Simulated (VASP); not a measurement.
# TiC (Fm-3m) in VASP: notebook, part 2 of 2

VASP 6.6.1.

**3. Single point, r2SCAN**

This run uses another cell than the first one, of 10.13 Å³/atom, 0.997 times its volume.

The input, POSCAR:

```
TiC
1.0
    0.0000000000      2.1638732385      2.1638732385
    2.1638732385      0.0000000000      2.1638732385
    2.1638732385      2.1638732385      0.0000000000
Ti C
1 1
Direct
    0.0000000000      0.0000000000      0.0000000000
    0.5000000000      0.5000000000      0.5000000000
```

The input, INCAR.step1:

```
SYSTEM = TiC
PREC = Accurate
ENCUT = 520
ISMEAR = 0
SIGMA = 0.1
LREAL = .FALSE.
LASPH = .TRUE.
NELM = 60
NBANDS = 15
GGA = PE
ALGO = Normal
EDIFF = 1E-4
LWAVE = .TRUE.
LCHARG = .FALSE.
```

The input, INCAR.step2:

```
SYSTEM = TiC
PREC = Accurate
ENCUT = 520
EDIFF = 1E-6
ISMEAR = 0
SIGMA = 0.1
LREAL = .FALSE.
LASPH = .TRUE.
NELM = 60
ALGO = Normal
ISIF = 2
LWAVE = .FALSE.
LCHARG = .FALSE.
METAGGA = R2SCAN
LMIXTAU = .TRUE.
NBANDS = 15
ISTART = 1
```

The input, KPOINTS:

```
Automatic mesh
0
G
  22 22 22
  0 0 0
```

Potentials or basis: VASP PAW PBE potentials, release 64 (Ti_sv, C).

Launch:

```console
$ cat potpaw_PBE.64/Ti_sv/POTCAR potpaw_PBE.64/C/POTCAR > POTCAR
$ cp INCAR.step1 INCAR
$ mpirun -np 1 vasp_std > vasp.out
$ cp INCAR.step2 INCAR
$ mpirun -np 1 vasp_std > vasp.out
```

OUTCAR:

```text
SYSTEM = TiC
   PREC = Accurate
   ENCUT = 520
   EDIFF = 1E-6
   ISMEAR = 0
   LREAL = .FALSE.
   LASPH = .TRUE.
   NELM = 60
   ISIF = 2
   METAGGA = R2SCAN
   ISTART = 1

 ion  position               nearest neighbor table
   1  0.000  0.000  0.000-   2 2.16   2 2.16   2 2.16   2 2.16   2 2.16   2 2.16
   2  0.500  0.500  0.500-   1 2.16   1 2.16   1 2.16   1 2.16   1 2.16   1 2.16

  LATTYP: Found a face centered cubic cell.
 ALAT       =     4.3277464770

  Lattice vectors:

 A1 = (   0.0000000000,   2.1638732385,   2.1638732385)
 A2 = (   2.1638732385,   0.0000000000,   2.1638732385)
 A3 = (   2.1638732385,   2.1638732385,   0.0000000000)

Analysis of symmetry for initial positions (statically):
=====================================================================
 Subroutine PRICEL returns:
 Original cell was already a primitive cell.

 Routine SETGRP: Setting up the symmetry group for a
 face centered cubic supercell.

 Subroutine GETGRP returns: Found 48 space group operations
 (whereof 48 operations were pure point group operations)
 out of a pool of 48 trial point group operations.

The static configuration has the point symmetry O_h .

Analysis of symmetry for dynamics (positions and initial velocities):
=====================================================================
 Subroutine PRICEL returns:
 Original cell was already a primitive cell.

 Routine SETGRP: Setting up the symmetry group for a
 face centered cubic supercell.

 Subroutine GETGRP returns: Found 48 space group operations
 (whereof 48 operations were pure point group operations)
 out of a pool of 48 trial point group operations.

The dynamic configuration has the point symmetry O_h .

 Subroutine INISYM returns: Found 48 space group operations
 (whereof 48 operations are pure point group operations),
 and found     1 'primitive' translations

----------------------------------------------------------------------------------------

                                     Primitive cell

  volume of cell :      20.2640

  direct lattice vectors                    reciprocal lattice vectors
     0.000000000  2.163873238  2.163873238    -0.231067140  0.231067140  0.231067140
     2.163873238  0.000000000  2.163873238     0.231067140 -0.231067140  0.231067140
     2.163873238  2.163873238  0.000000000     0.231067140  0.231067140 -0.231067140

  length of vectors
     3.060178881  3.060178881  3.060178881     0.400220026  0.400220026  0.400220026

  position of ions in fractional coordinates (direct lattice)
     0.000000000  0.000000000  0.000000000
     0.500000000  0.500000000  0.500000000

  ion indices of the primitive-cell ions
   primitive index   ion index
                 1           1
                 2           2

----------------------------------------------------------------------------------------

 KPOINTS: Automatic mesh

Automatic generation of k-mesh.
 Grid dimensions read from file:
 generate k-points for:   22   22   22

 Generating k-lattice:

  Cartesian coordinates                     Fractional coordinates (reciprocal lattice)
    -0.010503052  0.010503052  0.010503052     0.045454545  0.000000000  0.000000000
     0.010503052 -0.010503052  0.010503052     0.000000000  0.045454545  0.000000000
     0.010503052  0.010503052 -0.010503052     0.000000000  0.000000000  0.045454545

  Length of vectors
     0.018191819  0.018191819  0.018191819

  Shift w.r.t. Gamma in fractional coordinates (k-lattice)
     0.000000000  0.000000000  0.000000000

 Subroutine IBZKPT returns following result:
 ===========================================

 Found    328 irreducible k-points:

 Following reciprocal coordinates:
            Coordinates               Weight
  0.000000  0.000000  0.000000      1.000000
  0.045455  0.000000  0.000000      8.000000
  0.090909  0.000000  0.000000      8.000000
  0.136364  0.000000  0.000000      8.000000
  0.181818  0.000000  0.000000      8.000000
  0.227273  0.000000  0.000000      8.000000
[... 16 lines left out ...]
  0.500000  0.045455  0.000000     24.000000
 -0.454545  0.045455  0.000000     24.000000
 [... further k-points ...]
   k-points           NKPTS =    328   k-points in BZ     NKDIM =    328   number of bands    NBANDS=     15
   number of dos      NEDOS =    301   number of ions     NIONS =      2
   total plane-waves  NPLWV =  13824
   dimension x,y,z NGX =    24 NGY =   24 NGZ =   24
   dimension x,y,z NGXF=    48 NGYF=   48 NGZF=   48
   ions per type =               1   1
   NGX,Y,Z   is equivalent  to a cutoff of  13.04, 13.04, 13.04 a.u.
   NGXF,Y,Z  is equivalent  to a cutoff of  26.08, 26.08, 26.08 a.u.
 SYSTEM =  TiC
   PREC   = accura    normal or accurate (medium, high low for compatibility)
   ISTART =      1    job   : 0-new  1-cont  2-samecut
   ICHARG =      0    charge: 1-file 2-atom 10-const
   ISPIN  =      1    spin polarized calculation?
   LNONCOLLINEAR =      F non collinear calculations
   LSORBIT =      F    spin-orbit coupling
   LASPH  =      T    aspherical Exc in radial PAW
   ENCUT  =  520.0 eV  38.22 Ry    6.18 a.u.   5.69  5.69  5.69*2*pi/ulx,y,z
   NELM   =     60;   NELMIN=  2; NELMDL=  0     # of ELM steps
   EDIFF  = 0.1E-05   stopping-criterion for ELM
   LREAL  =      F    real-space projection
   EDIFFG = 0.1E-04   stopping-criterion for IOM
   NSW    =      0    number of steps for IOM
   IBRION =     -1    ionic relax: 0-MD 1-quasi-New 2-CG
   NFREE  =      0    steps in history (QN), initial steepest desc. (CG)
   ISIF   =      2    stress and relaxation
   ISYM   =      2    0-nonsym 1-usesym 2-fastsym
   POTIM  = 0.5000    time-step for ionic-motion
   TEBEG  =    0.0;   TEEND  =   0.0 temperature during run
   PSTRESS=    0.0 pullay stress
   NELECT =      16.0000    total number of electrons
   NUPDOWN=      -1.0000    fix difference up-down
   EMIN   =  10.00;   EMAX   =-10.00  energy-range for DOS
   EFERMI =   0.00;   METHOD = LEGACY
   ISMEAR =     0;   SIGMA  =   0.10  broadening in eV -4-tet -1-fermi 0-gaus
   EFERMI_NEDOS =   21; number of points for ismear=-14 and -15
   IALGO  =     38    algorithm
   IMIX   =      4    mixing-type and parameters
     AMIX     =   0.40;   BMIX     =  1.00
     AMIX_MAG =   1.60;   BMIX_MAG =  1.00
  volume/ion in A,a.u.               =      10.13        68.37
  Fermi-wavevector in a.u.,A,eV,Ry     =   1.513119  2.859380 31.150924  2.289528
  Thomas-Fermi vector in A             =   2.622952
   LORBIT       =      0    0 simple, 1 ext, 2 COOP (PROOUT), +10 PAW based schemes
   METAGGA = R2SCAN    functional components
   LHFCALC =     F    Hartree Fock is set to
   AEXX    =    0.0000 exact exchange contribution
   IVDW    =     0    specifies the selected vdW correction
   LEPSILON=     F    determine dielectric tensor
   LRPA    =     F    only Hartree local field effects (RPA)
 non-spin polarized calculation
 Gauss-broadening in eV      SIGMA  =   0.10
  energy-cutoff  :      520.00
  volume of cell :       20.26
 maximum number of plane-waves:       568
   NGX = 11   NGY = 11   NGZ = 11

 number of electron      16.0000001 magnetization

 Free energy of the ion-electron system (eV)
  ---------------------------------------------------
  ext. energy  EPLUGINS =         0.00000000
  ---------------------------------------------------
  free energy    TOTEN  =       -24.86964486 eV

  energy without entropy =      -24.86843425  energy(sigma->0) =      -24.86903956

 E-fermi :   9.5124     XC(G=0): -13.6035

 val. band max:        9.4924174600   @ k =   0.1364   0.0909   0.0000
 cond. band min:       9.5452603834   @ k =   0.4091   0.3636   0.0455
 fundamental gap:      0.0528429234
 Fermi energy:         9.5123802378

 k-point     1 :       0.0000    0.0000    0.0000
  band No.  band energies     occupation
      1     -49.4508      2.00000
      2     -24.4275      2.00000
      3     -24.4275      2.00000
      4     -24.4275      2.00000
      5      -3.6989      2.00000
      6      10.3849      0.00000
      7      10.3849      0.00000
      8      10.3849      0.00000
      9      11.1886      0.00000
     10      11.1886      0.00000
     11      11.1886      0.00000
     12      11.2419      0.00000
     13      11.2419      0.00000
     14      20.7545      0.00000
     15      24.3607      0.00000
[... 397 lines left out ...]
 k-point    24 :      -0.4545    0.0455    0.0000
  band No.  band energies     occupation
      1     -49.3747      2.00000
      2     -24.9382      2.00000
      3     -24.4834      2.00000
      4     -24.4752      2.00000
      5      -0.2598      2.00000
      6       3.5432      2.00000
      7       6.4053      2.00000
      8       6.4156      2.00000
      9      12.6107      0.00000
     10      12.6480      0.00000
     11      13.8485      0.00000
     12      17.6794      0.00000
     13      18.0361      0.00000
     14      18.5932      0.00000
     15      25.0902      0.00000

 [... further k-points ...]
[... 5 lines left out ...]
  --------------------------------------------------------------------------------------
  -------------------------------------------------------------------------------------
  Total        0.1195909      0.1195909      0.1195909     -0.0000000      0.0000000      0.0000000
  in kB        9.4554750      9.4554750      9.4554750     -0.0000000      0.0000000      0.0000000
  external PRESSURE =       9.4554750 kB  Pullay stress =       0.0000000 kB

 VOLUME and BASIS-vectors are now :
 -----------------------------------------------------------------------------
  energy-cutoff  :      520.00
  volume of cell :       20.26
      direct lattice vectors                 reciprocal lattice vectors
     0.000000000  2.163873238  2.163873238    -0.231067140  0.231067140  0.231067140
     2.163873238  0.000000000  2.163873238     0.231067140 -0.231067140  0.231067140
     2.163873238  2.163873238  0.000000000     0.231067140  0.231067140 -0.231067140

 POSITION                                       TOTAL-FORCE (eV/Angst)
 -----------------------------------------------------------------------------------
      0.00000      0.00000      0.00000         0.000000      0.000000     -0.000000
      2.16387      2.16387      2.16387        -0.000000     -0.000000      0.000000
 -----------------------------------------------------------------------------------
    total drift:                                0.000000     -0.000000     -0.000000

  FREE ENERGIE OF THE ION-ELECTRON SYSTEM (eV)
  ---------------------------------------------------
  free  energy   TOTEN  =       -24.8696448647 eV

  energy  without entropy=      -24.8684342534  energy(sigma->0) =      -24.86903956
```

Run time: 2.9 min. Hardware: 1 thread of Intel Xeon Platinum 8559C (Emerald Rapids), shared host; peak memory 0.23 GiB.

What came out:

```yaml
Free_energy: -24.8696 eV
Pressure: 0.9 GPa
Band_gap_on_the_k_mesh: zero (band 8 reaches 10.38 eV, above the bottom of band 9 at 9.05 eV)
```

Caveat: the PAW data sets were made with another functional, which shifts forces and pressure a little.

**4. Single point, r2SCAN**

The input, POSCAR:

```
TiC
1.0
    0.0000000000      2.1657188437      2.1657188437
    2.1657188437      0.0000000000      2.1657188437
    2.1657188437      2.1657188437      0.0000000000
Ti C
1 1
Direct
    0.0000000000      0.0000000000      0.0000000000
    0.5000000000      0.5000000000      0.5000000000
```

The input, INCAR.step1:

```
  PREC = Accurate
  ENCUT = 910
  ISMEAR = 0
  SIGMA = 0.1
  LREAL = F
  LASPH = T
  NELM = 120
  NBANDS = 15
  GGA = PE
  ALGO = Normal
  EDIFF = 1E-5
  LWAVE = T
  LCHARG = F
  GGA_COMPAT = F
```

The input, INCAR.step2:

```
  PREC = Accurate
  ENCUT = 910
  EDIFF = 1E-6
  ISMEAR = 0
  SIGMA = 0.1
  LREAL = F
  LASPH = T
  NELM = 120
  ALGO = Normal
  ISIF = 2
  LWAVE = F
  LCHARG = F
  METAGGA = R2SCAN
  LMIXTAU = T
  NBANDS = 15
  ISTART = 1
  GGA_COMPAT = F
```

The input, KPOINTS:

```
Automatic mesh
0
Gamma
  8 8 8
```

Potentials or basis: VASP PAW PBE potentials, release 64 (Ti_sv, C_h).

Launch:

```console
$ cat potpaw_PBE.64/Ti_sv/POTCAR potpaw_PBE.64/C_h/POTCAR > POTCAR
$ cp INCAR.step1 INCAR
$ mpirun -np 1 vasp_std > vasp.out
$ cp INCAR.step2 INCAR
$ mpirun -np 1 vasp_std > vasp.out
```

Wall time 69 s (1 thread of Intel Xeon Platinum 8375C at 2.90GHz (Ice Lake), shared host); peak memory 0.18 GiB.

The run converged. Its results:

| Quantity | Value |
| --- | --- |
| Free energy | -24.8792 eV |
| Pressure | 0.2 GPa |
| Band gap on the k mesh | zero (band 8 reaches 10.69 eV, above the bottom of band 9 at 9.38 eV) |

Levels at points of the mesh, in eV from the Fermi level:
| k point | band 5 | band 6 | band 7 | band 8 | band 9 | band 10 | band 11 | band 12 |
| --- | --- | --- | --- | --- | --- | --- | --- | --- |
| (0.00, 0.00, 0.00) | -13.13 | 0.94 | 0.94 | 0.94 | 1.74 | 1.74 | 1.74 | 1.79 |
| (0.50, 0.00, 0.00) | -9.62 | -6.01 | -3.05 | -3.05 | 3.21 | 3.21 | 4.45 | 8.59 |
| (0.50, 0.50, 0.00) | -10.86 | -3.61 | -1.44 | -0.07 | -0.07 | 2.80 | 3.84 | 3.84 |

Caveat: the cutoff is under 1.25 times the usual one of these potentials, so pressure, stress and relaxed cells hold a basis-set (Pulay) error; the PAW data sets were made with another functional, which shifts forces and pressure a little.

**5. Summary**

```csv
potentials or basis,cell,k mesh,cutoff (eV),second run,gap on the mesh (eV),pressure (GPa)
"VASP PAW PBE potentials, release 64 (Ti_sv, C)","a = 3.063 Å, angles 60.0°, 2 atoms",8 × 8 × 8,520,-,none,0.3
"VASP PAW PBE potentials, release 64 (Ti_sv, C)","a = 3.060 Å, angles 60.0°, 2 atoms",22 × 22 × 22,520,-,none,0.9
"VASP PAW PBE potentials, release 64 (Ti_sv, C_h)","a = 3.063 Å, angles 60.0°, 2 atoms",8 × 8 × 8,910,hard_potentials,none,0.2
```

Alike in all rows: task single point; level r2SCAN; no spin polarisation; smearing gaussian 0.1 eV.

Caveats: the PAW data sets were made with another functional, which shifts forces and pressure a little; the cutoff is under 1.25 times the usual one of these potentials, so pressure, stress and relaxed cells hold a basis-set (Pulay) error (some runs).

Absolute energies hang on the potentials; compare differences alone.
